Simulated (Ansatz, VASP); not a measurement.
## Two plane-wave programs on Pd

File INCAR:

```
SYSTEM = Pd
PREC = Accurate
ENCUT = 520
EDIFF = 1E-6
ISMEAR = -1
SIGMA = 0.1
LREAL = .False.
LASPH = .True.
NELM = 60
ALGO = Normal
ISIF = 2
LWAVE = .False.
LCHARG = .False.
NBANDS = 17
```

File KPOINTS:

```
regular mesh
0
Gamma
  15 15 8
  0 0 0
```

Contents of POSCAR:

```
Pd
1.0
    2.8032800759      0.0000000000      0.0000000000
   -1.4016400379      2.4277117596      0.0000000000
    0.0000000000      0.0000000000      4.6851305719
Pd
2
Direct
    0.3333333333      0.6666666667      0.2500000000
    0.6666666667      0.3333333333      0.7500000000
```

Input for Ansatz:

```yaml
crystal:
  lattice:
    - [2.8032800759, 0.0, 0.0]
    - [-1.4016400379, 2.4277117596, 0.0]
    - [0.0, 0.0, 4.6851305719]
  atoms:
    - { symbol: Pd, position: [0.3333333333, 0.6666666667, 0.25] }
    - { symbol: Pd, position: [0.6666666667, 0.3333333333, 0.75] }
hamiltonian:
  xc: lda
  pseudopotentials:
    kind: paw
    azcp:
      Pd: "pseudopotentials/Pd.paw.azcp"
basis:
  ecutwfc: 420
  fft_grid_basis: typed
kpoints:
  mp_grid: { grid: [15, 15, 8], shift: [0, 0, 0] }
magnetization:
  spin_polarized: false
scf:
  occupations: { method: fermi_dirac, width: 0.1 }
  lower_state_search: "off"
output:
  stress: true
  write_density: true
  write_potential: true
  elf: true
  volumetric_format: npy
```

Alike in both runs: task single point; functional LDA; k mesh 15 × 15 × 8; occupations fermi-dirac, width 0.1 eV; no spin polarisation.

```csv
,VASP,Ansatz
version,VASP 6.6.1,Ansatz 0.2.0
potentials or method,"VASP PAW LDA potentials, release 64 (Pd), cutoff 520 eV","plane waves (420 eV) with PAW, scalar-relativistic"
valence electrons in the cell,20,36
```

Ansatz gave:

- pressure (GPa): -18.5
- traceless stress, the component that is largest in VASP (GPa): 0.02

Problem. Which values does VASP return?

Solution. Pressure (GPa): -18.3; traceless stress, the component that is largest in VASP (GPa): -0.05.

Ansatz warns that its potentials were made for another functional, while VASP's fit it. LDA's correlation is that of Perdew and Zunger in VASP and of Perdew and Wang (1992) in Ansatz. VASP's potentials hold 20 valence electrons a cell and Ansatz's 36, so a difference there can come from the potentials and not from the codes.
